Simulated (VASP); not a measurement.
# Ta (Im-3m) in VASP: notebook, part 2 of 2

VASP 6.6.1. Earlier steps stand in the parts before.

### Step 3. Single point, PBEsol

This run uses another cell than the first one, of 17.68 Å³/atom.

The input, INCAR:

```
SYSTEM = Ta
  PREC = Accurate
  ENCUT = 520
  EDIFF = 1E-6
  ISMEAR = 1
  SIGMA = 0.1
  LREAL = .False.
  LASPH = .True.
  NELM = 60
  ALGO = Normal
  ISIF = 2
  LWAVE = .False.
  LCHARG = .False.
  GGA = PS
  NBANDS = 12
```

The input, KPOINTS:

```
regular mesh
0
Gamma
  34 34 34
  0 0 0
```

The input, POSCAR:

```
Ta
1.0
   -1.6411286670      1.6411286670      1.6411286670
    1.6411286670     -1.6411286670      1.6411286670
    1.6411286670      1.6411286670     -1.6411286670
Ta
1
Direct
    0.0000000000      0.0000000000      0.0000000000
```

Potentials or basis: VASP PAW PBE potentials, release 64 (Ta_pv).

Run with:

```sh
$ cat potpaw_PBE.64/Ta_pv/POTCAR > POTCAR
$ mpirun -np 1 vasp_std > vasp.out
```

OUTCAR:

```text
SYSTEM = Ta
   PREC = Accurate
   ENCUT = 520
   EDIFF = 1E-6
   ISMEAR = 1
   LREAL = .False.
   LASPH = .True.
   NELM = 60
   ISIF = 2
   GGA = PS

 ion  position               nearest neighbor table
   1  0.000  0.000  0.000-

  LATTYP: Found a body centered cubic cell.
 ALAT       =     3.2822573340

  Lattice vectors:

 A1 = (  -1.6411286670,   1.6411286670,   1.6411286670)
 A2 = (   1.6411286670,  -1.6411286670,   1.6411286670)
 A3 = (   1.6411286670,   1.6411286670,  -1.6411286670)

Analysis of symmetry for initial positions (statically):
=====================================================================
 Subroutine PRICEL returns:
 Original cell was already a primitive cell.

 Routine SETGRP: Setting up the symmetry group for a
 body centered cubic supercell.

 Subroutine GETGRP returns: Found 48 space group operations
 (whereof 48 operations were pure point group operations)
 out of a pool of 48 trial point group operations.

The static configuration has the point symmetry O_h .

Analysis of symmetry for dynamics (positions and initial velocities):
[... 160 lines left out ...]
 val. band max:        5.4570577785   @ k =  -0.3824   0.3824   0.0882
 cond. band min:       5.4608013056   @ k =  -0.1471   0.2353   0.0294
 fundamental gap:      0.0037435271
 Fermi energy:         5.4574705860

 k-point     1 :       0.0000    0.0000    0.0000
  band No.  band energies     occupation
      1     -27.4810      2.00000
      2     -27.4810      2.00000
      3     -27.4810      2.00000
      4      -2.5292      2.00000
      5       6.1902     -0.00000
      6       6.1902     -0.00000
      7       6.1902     -0.00000
      8       9.5271      0.00000
      9       9.5271      0.00000
     10      20.1958      0.00000
     11      20.6000      0.00000
     12      20.6000      0.00000
[... 331 lines left out ...]
 k-point    24 :       0.1765    0.0294    0.0000
  band No.  band energies     occupation
      1     -27.9128      2.00000
      2     -27.6124      2.00000
      3     -27.4880      2.00000
      4      -0.9898      2.00000
      5       5.3001      2.04854
      6       5.6392     -0.02758
      7       7.8311      0.00000
      8       8.7680      0.00000
      9       9.6383      0.00000
     10      20.1929      0.00000
     11      21.4011      0.00000
     12      23.1661      0.00000

 [... further k-points ...]
[... 5 lines left out ...]
  --------------------------------------------------------------------------------------
  -------------------------------------------------------------------------------------
  Total       -0.0032763     -0.0032763     -0.0032763      0.0000000      0.0000000      0.0000000
  in kB       -0.2968930     -0.2968930     -0.2968930      0.0000000      0.0000000      0.0000000
  external PRESSURE =      -0.2968930 kB  Pullay stress =       0.0000000 kB

 VOLUME and BASIS-vectors are now :
 -----------------------------------------------------------------------------
  energy-cutoff  :      520.00
  volume of cell :       17.68
      direct lattice vectors                 reciprocal lattice vectors
    -1.641128667  1.641128667  1.641128667     0.000000000  0.304668372  0.304668372
     1.641128667 -1.641128667  1.641128667     0.304668372  0.000000000  0.304668372
     1.641128667  1.641128667 -1.641128667     0.304668372  0.304668372  0.000000000

 POSITION                                       TOTAL-FORCE (eV/Angst)
 -----------------------------------------------------------------------------------
      0.00000      0.00000      0.00000        -0.000000     -0.000000     -0.000000
 -----------------------------------------------------------------------------------
    total drift:                                0.000000      0.000000     -0.000000

  FREE ENERGIE OF THE ION-ELECTRON SYSTEM (eV)
  ---------------------------------------------------
  free  energy   TOTEN  =       -12.5509377197 eV

  energy  without entropy=      -12.5508104083  energy(sigma->0) =      -12.55089528
```

OSZICAR:

```text
N       E                     dE             d eps       ncg     rms          rms(c)
DAV:   1     0.604066081179E+02    0.60407E+02   -0.61486E+03 25472   0.881E+02
DAV:   2    -0.120467919367E+02   -0.72453E+02   -0.70645E+02 28300   0.246E+02
DAV:   3    -0.130477300267E+02   -0.10009E+01   -0.99162E+00 30292   0.273E+01
DAV:   4    -0.130503131639E+02   -0.25831E-02   -0.25828E-02 28248   0.153E+00
DAV:   5    -0.130503212353E+02   -0.80714E-05   -0.80710E-05 30244   0.819E-02    0.143E+01
DAV:   6    -0.126683449693E+02    0.38198E+00   -0.29835E-01 30280   0.579E+00    0.694E+00
DAV:   7    -0.125524516742E+02    0.11589E+00   -0.26419E-01 29716   0.503E+00    0.371E-01
DAV:   8    -0.125509803173E+02    0.14714E-02   -0.79508E-03 27088   0.765E-01    0.128E-01
DAV:   9    -0.125509411015E+02    0.39216E-04   -0.12312E-04 29624   0.119E-01    0.237E-02
DAV:  10    -0.125509378304E+02    0.32711E-05   -0.29110E-06 28312   0.186E-02    0.291E-03
DAV:  11    -0.125509377197E+02    0.11065E-06   -0.89459E-08 14964   0.331E-03
   1 F= -.12550938E+02 E0= -.12550895E+02  d E =-.127311E-03
```

Wall time 1.9 min (1 thread of Intel Xeon 6975P-C (Granite Rapids), shared host); peak memory 0.32 GiB.

Results:

```yaml
Free_energy: -12.5509 eV
Pressure: 0.0 GPa
Band_gap_on_the_k_mesh: zero (an odd number of electrons rules out a gap without spin polarisation)
```

Levels at points of the mesh, in eV from the Fermi level:
| k point | band 4 | band 5 | band 6 | band 7 | band 8 | band 9 |
| --- | --- | --- | --- | --- | --- | --- |
| (0.00, 0.00, 0.00) | -7.99 | 0.73 | 0.73 | 0.73 | 4.07 | 4.07 |
| (0.50, 0.00, 0.00) | -4.46 | -1.60 | 1.71 | 3.96 | 5.01 | 8.00 |
| (0.50, 0.50, 0.50) | -3.91 | -3.91 | 7.01 | 7.01 | 7.01 | 8.85 |

Caveat: the PAW data sets were made with another functional, which shifts forces and pressure a little; spin-orbit coupling is left out, which moves the levels of the heavy elements.

### Step 4. Single point, PBEsol

The input, INCAR:

```
PREC = Accurate
ENCUT = 520
EDIFF = 1E-6
ISMEAR = 1
SIGMA = 0.1
LREAL = False
LASPH = True
NELM = 80
ALGO = Normal
ISIF = 2
LWAVE = False
LCHARG = False
GGA = PS
NBANDS = 12
```

The input, KPOINTS:

```
Automatic mesh
0
Gamma
  34 34 34
```

The input, POSCAR:

```
Ta
1.0
   -1.6550000000      1.6550000000      1.6550000000
    1.6550000000     -1.6550000000      1.6550000000
    1.6550000000      1.6550000000     -1.6550000000
Ta
1
Direct
    0.0000000000      0.0000000000      0.0000000000
```

Run with:

```sh
$ cat potpaw_PBE.64/Ta_pv/POTCAR > POTCAR
$ mpirun -np 1 vasp_std > vasp.out
```

It took 2.2 min on 1 thread of Intel Xeon 6975P-C (Granite Rapids), shared host; peak memory 0.33 GiB.

Results (log left out):

```
Free energy            : -12.5438 eV
Pressure               : -5.0 GPa
Band gap on the k mesh : zero (an odd number of electrons rules out a gap without spin polarisation)
```

Levels at points of the mesh, in eV from the Fermi level:
| k point | band 2 | band 3 | band 4 | band 5 | band 6 | band 7 | band 8 | band 9 | band 10 | band 11 |
| --- | --- | --- | --- | --- | --- | --- | --- | --- | --- | --- |
| (0.00, 0.00, 0.00) | -33.04 | -33.04 | -7.89 | 0.73 | 0.73 | 0.73 | 3.98 | 3.98 | 14.65 | 15.02 |
| (0.50, 0.00, 0.00) | -33.42 | -33.05 | -4.35 | -1.52 | 1.59 | 3.85 | 4.87 | 7.75 | 11.61 | 11.95 |
| (0.50, 0.50, 0.50) | -33.85 | -33.85 | -3.76 | -3.76 | 6.80 | 6.80 | 6.80 | 8.61 | 8.61 | 8.61 |

Caveat: the cell stands under tension; the PAW data sets were made with another functional, which shifts forces and pressure a little; spin-orbit coupling is left out, which moves the levels of the heavy elements.

### Step 5. Summary

| task | level | cell | k mesh | cutoff (eV) | gap on the mesh (eV) | pressure (GPa) |
| --- | --- | --- | --- | --- | --- | --- |
| relaxation of cell and atoms | PBE | relaxed from a = 2.867 Å, angles 109.5°, 1 atom | 23 × 23 × 23 | 600 | none | 0.0 |
| single point | PBEsol | a = 2.843 Å, angles 109.5°, 1 atom | 34 × 34 × 34 | 520 | none | 0.0 |
| single point | PBEsol | a = 2.867 Å, angles 109.5°, 1 atom | 34 × 34 × 34 | 520 | none | -5.0 |

Alike in all rows: potentials or basis VASP PAW PBE potentials, release 64 (Ta_pv); no spin polarisation; smearing methfessel-paxton 0.1 eV.

Caveats: spin-orbit coupling is left out, which moves the levels of the heavy elements; the PAW data sets were made with another functional, which shifts forces and pressure a little (at least some runs); the cell stands under tension (at least some runs).

Absolute energies hang on the potentials; compare differences alone.
